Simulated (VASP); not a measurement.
# Sc5Al (P-6m2) in VASP: a series of runs

Sc5Al is run at these levels: PBE; tasks: single point, relaxation of cell and atoms.

Everything below comes from runs of VASP 6.6.1. Logs are shortened: lines on timing, memory, paths and dates and some standing lists are left out, and cuts for length are marked.

**1. The cell of the first run**

The structure is hexagonal, space group P-6m2 (No. 187). The conventional cell has a = 2.952 Å, b = 2.952 Å, c = 14.294 Å, α = 90.00°, β = 90.00°, γ = 120.00°. Sc (site symmetry 3m) has 12 Sc at 2.93 to 2.95 Å within 3.9 Å. Within 3.9 Å of Sc (site symmetry 3m) lie 9 Sc at 2.93 to 2.95 Å and 3 Al at 2.93 Å. Within 3.9 Å of Sc (site symmetry -6m2) lie 12 Sc at 2.93 to 2.95 Å. Al (site symmetry -6m2) has 6 Sc at 2.93 Å and 6 Al at 2.95 Å within 3.9 Å.

**2. Single point, PBE**

Contents of INCAR:

```
SYSTEM = Sc5Al
PREC = Accurate
ENCUT = 520
EDIFF = 1E-7
ISMEAR = 0
SIGMA = 0.1
LREAL = .False.
LASPH = .True.
NELM = 60
ALGO = Fast
ISIF = 2
LWAVE = .False.
LCHARG = .False.
GGA = PE
NBANDS = 38
```

Contents of KPOINTS:

```
regular mesh
0
Gamma
  6 6 2
  0 0 0
```

Contents of POSCAR:

```
Sc5Al
1.0
    2.9521615200      0.0000000000      0.0000000000
   -1.4760807600      2.5566468700      0.0000000000
    0.0000000000      0.0000000000     14.2944913900
Sc Al
5 1
Direct
    0.3333333300      0.6666666700      0.6666666700
    0.3333333300      0.6666666700      0.3333333300
    0.6666666700      0.3333333300      0.8333333300
    0.6666666700      0.3333333300      0.1666666700
    0.6666666700      0.3333333300      0.5000000000
    0.3333333300      0.6666666700      0.0000000000
```

Potentials or basis: VASP PAW PBE potentials, release 64 (Sc_sv, Al).

Started as:

```bash
cat potpaw_PBE.64/Sc_sv/POTCAR potpaw_PBE.64/Al/POTCAR > POTCAR
mpirun -np 1 vasp_std > vasp.out
```

OUTCAR:

```text
SYSTEM = Sc5Al
   PREC = Accurate
   ENCUT = 520
   EDIFF = 1E-7
   ISMEAR = 0
   LREAL = .False.
   LASPH = .True.
   NELM = 60
   ISIF = 2
   GGA = PE

 ion  position               nearest neighbor table
   1  0.333  0.667  0.667-   3 2.93   3 2.93   3 2.93   5 2.93   5 2.93   5 2.93
   2  0.333  0.667  0.333-   4 2.93   4 2.93   4 2.93   5 2.93   5 2.93   5 2.93
   3  0.667  0.333  0.833-   1 2.93   1 2.93   1 2.93   6 2.93   6 2.93   6 2.93
   4  0.667  0.333  0.167-   2 2.93   2 2.93   2 2.93   6 2.93   6 2.93   6 2.93
   5  0.667  0.333  0.500-   1 2.93   2 2.93   1 2.93   2 2.93   1 2.93   2 2.93
   6  0.333  0.667  0.000-   3 2.93   4 2.93   3 2.93   4 2.93   3 2.93   4 2.93

  LATTYP: Found a hexagonal cell.
 ALAT       =     2.9521615200
 C/A-ratio  =     4.8420424469

  Lattice vectors:

 A1 = (   2.9521615200,   0.0000000000,   0.0000000000)
 A2 = (  -1.4760807600,   2.5566468700,   0.0000000000)
 A3 = (   0.0000000000,   0.0000000000,  14.2944913900)

Analysis of symmetry for initial positions (statically):
=====================================================================
 Subroutine PRICEL returns:
 Original cell was already a primitive cell.

 Routine SETGRP: Setting up the symmetry group for a
 hexagonal supercell.

 Subroutine GETGRP returns: Found 12 space group operations
 (whereof 12 operations were pure point group operations)
 out of a pool of 24 trial point group operations.

The static configuration has the point symmetry D_3h.

Analysis of symmetry for dynamics (positions and initial velocities):
=====================================================================
 Subroutine PRICEL returns:
 Original cell was already a primitive cell.

 Routine SETGRP: Setting up the symmetry group for a
 hexagonal supercell.

 Subroutine GETGRP returns: Found 12 space group operations
 (whereof 12 operations were pure point group operations)
 out of a pool of 24 trial point group operations.

The dynamic configuration has the point symmetry D_3h.

 Subroutine INISYM returns: Found 12 space group operations
 (whereof 12 operations are pure point group operations),
 and found     1 'primitive' translations

----------------------------------------------------------------------------------------

                                     Primitive cell

  volume of cell :     107.8896

  direct lattice vectors                    reciprocal lattice vectors
     2.952161520  0.000000000  0.000000000     0.338734854  0.195568659  0.000000000
    -1.476080760  2.556646870  0.000000000     0.000000000  0.391137318  0.000000000
     0.000000000  0.000000000 14.294491390     0.000000000  0.000000000  0.069957019

  length of vectors
     2.952161520  2.952161518 14.294491390     0.391137318  0.391137318  0.069957019

  position of ions in fractional coordinates (direct lattice)
     0.333333330  0.666666670  0.666666670
     0.333333330  0.666666670  0.333333330
     0.666666670  0.333333330  0.833333330
     0.666666670  0.333333330  0.166666670
     0.666666670  0.333333330  0.500000000
     0.333333330  0.666666670  0.000000000

  ion indices of the primitive-cell ions
   primitive index   ion index
                 1           1
                 2           2
                 3           3
                 4           4
                 5           5
                 6           6

----------------------------------------------------------------------------------------

 KPOINTS: regular mesh

Automatic generation of k-mesh.
 Grid dimensions read from file:
 generate k-points for:    6    6    2

 Generating k-lattice:

  Cartesian coordinates                     Fractional coordinates (reciprocal lattice)
     0.056455809  0.032594777  0.000000000     0.166666667  0.000000000  0.000000000
     0.000000000  0.065189553  0.000000000     0.000000000  0.166666667  0.000000000
     0.000000000  0.000000000  0.034978509     0.000000000  0.000000000  0.500000000

  Length of vectors
     0.065189553  0.065189553  0.034978509

[... 46 lines left out ...]
 NGX is ok and might be reduce to    24
   NGX = 11   NGY = 11   NGZ = 53

 number of electron      58.0000020 magnetization

 Free energy of the ion-electron system (eV)
  ---------------------------------------------------
  ext. energy  EPLUGINS =         0.00000000
  ---------------------------------------------------
  free energy    TOTEN  =       -33.27913297 eV

  energy without entropy =      -33.23030060  energy(sigma->0) =      -33.25471679

 E-fermi :   5.9577     XC(G=0): -11.0000

 val. band max:        5.9483378692   @ k =   0.3333   0.1667   0.5000
 cond. band min:       6.0003137913   @ k =   0.1667   0.1667   0.0000
 fundamental gap:      0.0519759221
 Fermi energy:         5.9576515413

 k-point     1 :       0.0000    0.0000    0.0000
  band No.  band energies     occupation
      1     -42.8101      2.00000
      2     -42.7843      2.00000
      3     -42.7590      2.00000
      4     -42.6149      2.00000
      5     -42.5805      2.00000
      6     -21.9141      2.00000
[... 30 lines left out ...]
     37       7.9808      0.00000
     38       8.1852      0.00000

 k-point     2 :       0.1667    0.0000    0.0000
  band No.  band energies     occupation
      1     -42.7667      2.00000
      2     -42.7463      2.00000
      3     -42.7248      2.00000
      4     -42.5849      2.00000
      5     -42.5561      2.00000
      6     -21.8333      2.00000
[... 30 lines left out ...]
     37       8.2824      0.00000
     38       8.5418      0.00000

 k-point     3 :       0.3333    0.0000    0.0000
  band No.  band energies     occupation
      1     -42.6762      2.00000
      2     -42.6687      2.00000
      3     -42.6551      2.00000
      4     -42.5250      2.00000
      5     -42.5102      2.00000
      6     -21.7736      2.00000
[... 30 lines left out ...]
     37       8.1123      0.00000
[... 371 lines left out ...]
 k-point    13 :       0.3333    0.1667    0.5000
  band No.  band energies     occupation
      1     -42.6304      2.00000
      2     -42.6293      2.00000
      3     -42.6174      2.00000
      4     -42.4951      2.00000
      5     -42.4896      2.00000
      6     -21.8366      2.00000
[... 30 lines left out ...]
     37       7.5659      0.00000
     38       8.3693      0.00000

 k-point    14 :       0.3333    0.3333    0.5000
  band No.  band energies     occupation
      1     -42.6095      2.00000
      2     -42.6094      2.00000
      3     -42.5955      2.00000
      4     -42.4803      2.00000
      5     -42.4802      2.00000
      6     -21.7372      2.00000
[... 30 lines left out ...]
     37       6.9708      0.00000
     38       8.5583      0.00000

------------------------ aborting loop because EDIFF is reached ----------------------------------------

  FORCE on cell =-STRESS in cart. coord.  units (eV):
  Direction    XX          YY          ZZ          XY          YZ          ZX
  --------------------------------------------------------------------------------------
  -------------------------------------------------------------------------------------
  Total       15.5214432     15.5214432     14.1112998      0.0000000     -0.0000000      0.0000000
  in kB      230.4958514    230.4958510    209.5550029      0.0000000     -0.0000000      0.0000000
  external PRESSURE =     223.5155684 kB  Pullay stress =       0.0000000 kB

 VOLUME and BASIS-vectors are now :
 -----------------------------------------------------------------------------
  energy-cutoff  :      520.00
  volume of cell :      107.89
      direct lattice vectors                 reciprocal lattice vectors
     2.952161520  0.000000000  0.000000000     0.338734854  0.195568659  0.000000000
    -1.476080760  2.556646870  0.000000000     0.000000000  0.391137318  0.000000000
     0.000000000  0.000000000 14.294491390     0.000000000  0.000000000  0.069957019

 POSITION                                       TOTAL-FORCE (eV/Angst)
 -----------------------------------------------------------------------------------
     -0.00000      1.70443      9.52966         0.000000     -0.000000     -0.079908
     -0.00000      1.70443      4.76483         0.000000      0.000000      0.079908
      1.47608      0.85222     11.91208         0.000000     -0.000000      0.650951
      1.47608      0.85222      2.38242         0.000000      0.000000     -0.650951
      1.47608      0.85222      7.14725        -0.000000     -0.000000      0.000000
     -0.00000      1.70443      0.00000         0.000000     -0.000000      0.000000
 -----------------------------------------------------------------------------------
    total drift:                               -0.000016      0.000009      0.000000

  FREE ENERGIE OF THE ION-ELECTRON SYSTEM (eV)
  ---------------------------------------------------
  free  energy   TOTEN  =       -33.2791329678 eV

  energy  without entropy=      -33.2303006036  energy(sigma->0) =      -33.25471679
```

Wall time 97 s (1 thread of Oxide Virtual Turin-like, shared host); peak memory 0.21 GiB.

What came out:

- Free energy: -33.2791 eV
- Pressure: 22.4 GPa
- Largest force: 0.651 eV/Å
- Band gap on the k mesh: zero (band 29 reaches 6.96 eV, above the bottom of band 30 at 5.52 eV)

Forces in eV/Å, atoms in the order of the input:
```
Sc   0.000  0.000 -0.080
Sc   0.000  0.000  0.080
Sc   0.000  0.000  0.651
Sc   0.000  0.000 -0.651
Sc   0.000  0.000  0.000
Al   0.000  0.000  0.000
```

Caveat: the k points lie up to 0.41 Å⁻¹ apart.

**3. Single point, PBE**

This run uses another cell than the first one, of 23.41 Å³/atom, 1.302 times its volume.

Contents of INCAR:

```
SYSTEM = Sc5Al
ALGO = Normal
EDIFF = 1E-7
ENCUT = 520
GGA = PE
ISIF = 2
ISMEAR = 0
LASPH = .TRUE.
LCHARG = .FALSE.
LREAL = .FALSE.
LWAVE = .FALSE.
NBANDS = 38
NELM = 80
PREC = Accurate
SIGMA = 0.1
```

Contents of KPOINTS:

```
k-points
0
G
  6 6 2
  0 0 0
```

Contents of POSCAR:

```
Sc5Al
1.0
    3.2657760305      0.0000000000      0.0000000000
   -1.6328880152      2.8282450055      0.0000000000
    0.0000000000      0.0000000000     15.2095729904
Sc Al
5 1
Direct
    0.3333333333      0.6666666667      0.6707861284
    0.3333333333      0.6666666667      0.3292138716
    0.6666666667      0.3333333333      0.8446865222
    0.6666666667      0.3333333333      0.1553134778
    0.6666666667      0.3333333333      0.5000000000
    0.3333333333      0.6666666667      0.0000000000
```

Potentials or basis: VASP PAW PBE potentials, release 64 (Sc_sv, Al).

Started as:

```bash
cat potpaw_PBE.64/Sc_sv/POTCAR potpaw_PBE.64/Al/POTCAR > POTCAR
mpirun -np 1 vasp_std > vasp.out
```

Run time: 98 s. Hardware: 1 thread of Oxide Virtual Turin-like, shared host; peak memory 0.23 GiB.

It converged, with:

```
Free energy            : -35.3458 eV
Pressure               : 0.3 GPa
Largest force          : 0.009 eV/Å
Band gap on the k mesh : zero (band 29 reaches 4.92 eV, above the bottom of band 30 at 3.65 eV)
```

Forces on the atoms (eV/Å):
```
Sc   0.000  0.000 -0.001
Sc   0.000  0.000  0.001
Sc   0.000  0.000  0.009
Sc   0.000  0.000 -0.009
Sc   0.000  0.000  0.000
Al   0.000  0.000  0.000
```

Stress tensor (GPa, compression positive):
```
0.30 0.00 0.00
0.00 0.30 0.00
0.00 0.00 0.22
```

Levels at points of the mesh, in eV from the Fermi level:
| k point | band 27 | band 28 | band 29 | band 30 | band 31 | band 32 |
| --- | --- | --- | --- | --- | --- | --- |
| (0.00, 0.00, 0.00) | -0.06 | 0.58 | 0.73 | 1.28 | 1.58 | 1.58 |
| (0.50, 0.00, 0.00) | -0.59 | -0.49 | -0.27 | -0.24 | -0.07 | -0.03 |
| (0.00, 0.00, 0.50) | -0.08 | 0.53 | 0.88 | 1.17 | 1.56 | 1.56 |
| (0.50, 0.00, 0.50) | -0.71 | -0.38 | -0.31 | -0.12 | -0.11 | -0.03 |

Caveat: the k points lie up to 0.37 Å⁻¹ apart.

**4. Single point, PBE, collinear spin, ferromagnetic start**

This run uses another cell than the first one, of 23.41 Å³/atom, 1.302 times its volume.

Contents of INCAR:

```
SYSTEM = Sc5Al
PREC     = Accurate       ! precision mode
ENCUT    = 520            ! plane-wave cutoff, eV
EDIFF    = 1E-6           ! SCF threshold, eV
ISMEAR   = 0              ! smearing method
SIGMA    = 0.1            ! smearing width, eV
LREAL    = .False.        ! projectors in reciprocal space
LASPH    = .True.         ! aspherical terms in the spheres
NELM     = 150            ! most SCF steps
ALGO     = Normal         ! electronic algorithm
ISIF     = 2              ! what is computed and relaxed
LWAVE    = .False.        ! write WAVECAR
LCHARG   = .False.        ! write CHGCAR
ISPIN    = 2              ! spin polarisation
MAGMOM   = 1 1 1 1 1 0    ! initial moments
LORBIT   = 11             ! projections on sites
LMAXMIX  = 4              ! l up to which the mixer works
GGA      = PE             ! functional
NBANDS   = 42             ! bands
```

Contents of KPOINTS:

```
regular mesh
0
Gamma
  6 6 1
  0 0 0
```

POSCAR is that of step 3.

Started as:

```bash
cat potpaw_PBE.64/Sc_sv/POTCAR potpaw_PBE.64/Al/POTCAR > POTCAR
mpirun -np 1 vasp_std > vasp.out
```

It took 2.2 min on 1 thread of Oxide Virtual Turin-like, shared host; peak memory 0.29 GiB.

The run converged. Its results:

| Item | Value |
| --- | --- |
| Free energy | -35.3303 eV |
| Pressure | 0.4 GPa |
| Largest force | 0.048 eV/Å |
| Net moment | 1.94 μB per cell |
| Site moments | Sc +0.23, +0.17; Al +0.00 μB |
| Valence electrons inside the program's atomic spheres | Sc 9.39, 9.37, 9.40; Al 0.77 |

Forces in eV/Å, atoms in the order of the input:
```
Sc   0.000  0.000  0.043
Sc   0.000  0.000 -0.043
Sc   0.000  0.000  0.048
Sc   0.000  0.000 -0.048
Sc   0.000  0.000  0.000
Al   0.000  0.000  0.000
```

Stress tensor (GPa, compression positive):
```
0.12 0.00 0.00
0.00 0.12 0.00
0.00 0.00 0.94
```

Levels at points of the mesh, in eV from the Fermi level:
Spin up:
| k point | band 26 | band 27 | band 28 | band 29 | band 30 | band 31 | band 32 | band 33 | band 34 | band 35 |
| --- | --- | --- | --- | --- | --- | --- | --- | --- | --- | --- |
| (0.00, 0.00, 0.00) | -1.83 | -0.18 | 0.41 | 0.57 | 1.11 | 1.43 | 1.43 | 1.44 | 1.44 | 1.46 |
| (0.50, 0.00, 0.00) | -1.27 | -0.73 | -0.63 | -0.47 | -0.41 | -0.30 | -0.21 | 1.10 | 1.15 | 1.25 |
Spin down:
```
           k point  band 25  band 26  band 27  band 28  band 29  band 30  band 31  band 32
(0.00, 0.00, 0.00)    -2.83    -1.44     0.02     0.71     0.85     1.39     1.66     1.66
(0.50, 0.00, 0.00)    -1.28    -1.09    -0.48    -0.40    -0.18    -0.05     0.13     0.15
```

Caveat: the k points lie up to 0.41 Å⁻¹ apart.

**5. Relaxation of cell and atoms, PBE**

Contents of INCAR:

```
PREC = Accurate
ENCUT = 600
EDIFF = 1E-6
ISMEAR = 0
SIGMA = 0.1
LREAL = F
LASPH = T
NELM = 60
ALGO = Normal
ISIF = 3
LWAVE = F
LCHARG = F
GGA = PE
IBRION = 2
NSW = 90
EDIFFG = -0.04
```

Contents of KPOINTS:

```
regular mesh
0
Gamma
  6 6 2
```

Contents of POSCAR:

```
Sc5Al
1.0
    2.9521615200      0.0000000000      0.0000000000
   -1.4760807600      2.5566468700      0.0000000000
    0.0000000000      0.0000000000     14.2944913900
Sc Al
5 1
Direct
    0.3333333300      0.6666666700      0.6666666700
    0.3333333300      0.6666666700      0.3333333300
    0.6666666700      0.3333333300      0.8333333300
    0.6666666700      0.3333333300      0.1666666700
    0.6666666700      0.3333333300      0.5000000000
    0.3333333300      0.6666666700      0.0000000000
```

Started as:

```bash
cat potpaw_PBE.64/Sc_sv/POTCAR potpaw_PBE.64/Al/POTCAR > POTCAR
mpirun -np 1 vasp_std > vasp.out
```

Run time: 10 min. Hardware: 1 thread of Oxide Virtual Turin-like, shared host; peak memory 0.24 GiB.

It converged, with:

| Quantity | Value |
| --- | --- |
| Free energy | -35.3378 eV |
| Relaxed volume | 23.52 Å³/atom |
| Relaxed cell | a = 3.269 Å, b = 3.269 Å, c = 15.252 Å, α = 90.00°, β = 90.00°, γ = 120.00° |
| Space group after relaxing (to 0.05 Å) | P-6m2 (No. 187) |
| Energy gained by relaxing | 342.8 meV/atom |
| Ionic steps | 12 |
| Pressure after relaxing | 0.0 GPa |
| Largest force after relaxing | 0.012 eV/Å |
| Band gap on the k mesh | zero (band 29 reaches 4.88 eV, above the bottom of band 30 at 3.62 eV) |

Forces on the atoms (eV/Å):
```
Sc   0.000  0.000  0.012
Sc   0.000  0.000 -0.012
Sc   0.000  0.000  0.000
Sc   0.000  0.000  0.000
Sc   0.000  0.000  0.000
Al   0.000  0.000  0.000
```

Stress tensor (GPa, compression positive):
```
 0.09  0.00  0.00
 0.00  0.09  0.00
 0.00  0.00 -0.19
```

The path:
```tsv
step	energy change (eV)	largest force (eV/Å)	pressure (GPa)	volume (Å³)
1	0.0000	0.6514	22.41	107.89
2	-1.8049	0.4086	-3.93	152.11
3	-1.9469	0.4637	-0.04	140.51
4	-1.9468	0.4610	-0.32	141.22
5	-1.9927	0.4158	-0.27	141.31
6	-2.0106	0.3364	-0.17	141.36
7	-2.0287	0.2351	0.07	140.79
8	-2.0459	0.1572	0.62	139.63
9	-2.0521	0.1065	-0.47	142.27
10	-2.0528	0.1189	-0.21	141.62
11	-2.0555	0.0665	-0.12	141.38
12	-2.0567	0.0116	-0.01	141.13
```

Final structure:
```
Sc Al
1.0
     3.26878    0.00000    0.00000
    -1.63439    2.83085    0.00000
     0.00000    0.00000   15.25189
Sc Al
5 1
Direct
  0.33333 0.66667 0.67062
  0.33333 0.66667 0.32938
  0.66667 0.33333 0.84480
  0.66667 0.33333 0.15520
  0.66667 0.33333 0.50000
  0.33333 0.66667 0.00000
```

Levels at points of the mesh, in eV from the Fermi level:
```
           k point  band 25  band 26  band 27  band 28  band 29  band 30  band 31  band 32
(0.00, 0.00, 0.00)    -2.97    -1.62    -0.08     0.57     0.72     1.26     1.57     1.58
(0.50, 0.00, 0.00)    -1.33    -1.15    -0.58    -0.49    -0.27    -0.24    -0.07    -0.04
(0.00, 0.00, 0.50)    -2.14    -1.98    -0.09     0.51     0.87     1.15     1.56     1.56
(0.50, 0.00, 0.50)    -1.40    -1.16    -0.70    -0.38    -0.31    -0.12    -0.11    -0.04
```

Caveat: the k points lie up to 0.37 Å⁻¹ apart in the final cell; the volume moved by over 15 % at a fixed basis, so the end points are rough.

**6. Summary**

| task | spin | cell | k mesh | cutoff (eV) | gap on the mesh (eV) | pressure (GPa) | largest force (eV/Å) |
| --- | --- | --- | --- | --- | --- | --- | --- |
| single point | off | a = 2.952, b = 2.952, c = 14.294 Å, angles 90.0, 90.0, 120.0°, 6 atoms | 6 × 6 × 2 | 520 | none | 22.4 | 0.65 |
| single point | off | a = 3.266, b = 3.266, c = 15.210 Å, angles 90.0, 90.0, 120.0°, 6 atoms | 6 × 6 × 2 | 520 | none | 0.3 | 0.01 |
| single point | collinear, ferromagnetic start | a = 3.266, b = 3.266, c = 15.210 Å, angles 90.0, 90.0, 120.0°, 6 atoms | 6 × 6 × 1 | 520 | none | 0.4 | 0.05 |
| relaxation of cell and atoms | off | relaxed from a = 2.952, b = 2.952, c = 14.294 Å, angles 90.0, 90.0, 120.0°, 6 atoms | 6 × 6 × 2 | 600 | none | 0.0 | 0.01 |

Alike in all rows: level PBE; potentials or basis VASP PAW PBE potentials, release 64 (Sc_sv, Al); smearing gaussian 0.1 eV.

Caveats: all runs use coarse meshes; the volume moved by over 15 % at a fixed basis, so the end points are rough (some runs).

Total energies depend on the potentials used, so only differences within one code and one set of settings carry meaning.
